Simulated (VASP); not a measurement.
# Te: single point with PBE

The system is Te.

```
Te
1.0
     4.54825    0.00000    0.00000
     0.00000    9.02362    0.00000
     0.00000    0.00000    3.19052
Te
4
Direct
  0.75123 0.12497 0.99993
  0.74877 0.62497 0.00007
  0.24877 0.87503 0.99993
  0.25123 0.37503 0.00007
```

- Program: VASP 6.6.1
- Task: single point
- Functional: PBE
- Potentials or basis: VASP PAW PBE potentials, release 64 (Te)
- Cutoff: 520 eV
- k mesh: 8 × 6 × 14
- Occupations: gaussian, width 0.1 eV
- Spin: no spin polarisation
- Dipole correction: no
- Further INCAR settings: ALGO = Normal; EDIFF = 1e-06; NBANDS = 20

| Property | Result |
| --- | --- |
| Pressure | 0.0 GPa |
| Band gap on the k mesh | zero (bands 12 and 13 overlap by 3.94 eV) |

Forces in eV/Å, atoms in the order of the input:
```
Te  -0.001  0.002  0.000
Te   0.001  0.002  0.000
Te   0.001 -0.002  0.000
Te  -0.001 -0.002  0.000
```

Levels at points of the mesh, in eV from the Fermi level:
| k point | band 9 | band 10 | band 11 | band 12 | band 13 | band 14 | band 15 | band 16 |
| --- | --- | --- | --- | --- | --- | --- | --- | --- |
| (0.00, 0.00, 0.00) | -2.42 | -2.42 | 1.14 | 1.18 | 1.25 | 2.19 | 2.43 | 2.43 |
| (0.50, 0.00, 0.00) | -2.37 | -2.37 | 2.42 | 2.42 | 2.50 | 2.50 | 2.59 | 2.59 |
| (0.00, 0.50, 0.00) | -0.43 | -0.43 | -0.37 | -0.37 | 1.57 | 1.57 | 3.42 | 3.42 |
| (0.50, 0.50, 0.00) | 0.67 | 0.67 | 0.69 | 0.69 | 2.49 | 2.49 | 2.51 | 2.51 |
| (0.00, 0.00, 0.50) | -2.97 | -2.90 | -1.07 | -1.07 | -0.73 | -0.73 | 2.52 | 2.56 |
| (0.50, 0.00, 0.50) | -4.35 | -4.35 | -1.03 | -1.03 | -0.68 | -0.68 | 2.19 | 2.19 |
| (0.00, 0.50, 0.50) | -2.48 | -2.48 | -2.23 | -2.23 | 1.03 | 1.03 | 1.24 | 1.24 |
| (0.50, 0.50, 0.50) | -3.35 | -3.35 | -3.33 | -3.33 | 2.15 | 2.15 | 2.17 | 2.17 |

Run time: 6.2 min on 1 thread of Intel Xeon 8259CL, on a shared host, peak memory 0.45 GiB.

Caveat: spin-orbit coupling is left out, which moves the levels of the heavy elements.
